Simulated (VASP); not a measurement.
Input of a VASP 6.6.1 run:

Contents of INCAR:

```
SYSTEM = Zn3O
PREC     = Accurate       ! precision mode
ENCUT    = 520            ! plane-wave cutoff, eV
EDIFF    = 1E-7           ! SCF threshold, eV
ISMEAR   = 0              ! smearing method
SIGMA    = 0.1            ! smearing width, eV
LREAL    = .FALSE.        ! projectors in reciprocal space
LASPH    = .TRUE.         ! aspherical terms in the spheres
NELM     = 100            ! most SCF steps
ALGO     = Normal         ! electronic algorithm
ISIF     = 2              ! what is computed and relaxed
LWAVE    = .FALSE.        ! write WAVECAR
LCHARG   = .FALSE.        ! write CHGCAR
GGA      = PE             ! functional
NBANDS   = 29             ! bands
```

File KPOINTS:

```
Automatic mesh
0
G
  12 12 12
  0 0 0
```

The input POSCAR:

```
Zn3O
1.0
    3.7676872113      0.0000000000      0.0000000000
    0.0000000000      3.7676872113      0.0000000000
    0.0000000000      0.0000000000      3.7676872113
Zn O
3 1
Direct
    0.0000000000      0.5000000000      0.5000000000
    0.5000000000      0.0000000000      0.5000000000
    0.5000000000      0.5000000000      0.0000000000
    0.0000000000      0.0000000000      0.0000000000
```

Potentials or basis: VASP PAW PBE potentials, release 64 (Zn, O).

Run with:

```bash
$ cat potpaw_PBE.64/Zn/POTCAR potpaw_PBE.64/O/POTCAR > POTCAR
$ mpirun -np 1 vasp_std > vasp.out
```

Predict the pressure.

0.2 GPa.

Predict the band gap on the k mesh.

zero (bands 21 and 22 overlap by 3.47 eV).
